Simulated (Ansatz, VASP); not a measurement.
**BaTiO3: VASP beside Ansatz**

```xyz
5
Lattice="3.9129 0.0000 0.0000 0.0000 3.9129 0.0000 0.0000 0.0000 3.9129" Properties=species:S:1:pos:R:3 pbc="T T T"
Ba    1.9564    1.9564    1.9564
Ti    0.0000    0.0000    0.0000
O     1.9564    0.0000    0.0000
O     0.0000    1.9564    0.0000
O     0.0000    0.0000    1.9564
```

Alike in both runs: functional r2SCAN; k mesh 8 × 8 × 8; occupations fermi-dirac, width 0.02 eV; no spin polarisation.

Ansatz relaxed the structure, and its values are those at the end. VASP's run is a single point on that final structure, the one shown.

|  | VASP | Ansatz |
| --- | --- | --- |
| version | VASP 6.6.1 | Ansatz 0.2.0 |
| potentials or method | VASP PAW PBE potentials, release 64 (Ba_sv, Ti_sv, O), cutoff 520 eV | PAW plane waves |
| valence electrons in the cell | 40 | 40 |

|  | VASP | Ansatz | Ansatz less VASP |
| --- | --- | --- | --- |
| gap on the k mesh at the Fermi level (eV) | 2.29 | 2.33 | +0.040 |
| pressure (GPa) | 15.3 | 12.8 | -2.46 |

VASP's potentials were made for PBE, not for r2SCAN. Ansatz's warnings: stress scf threshold loose.

Neither program's run includes spin-orbit coupling.
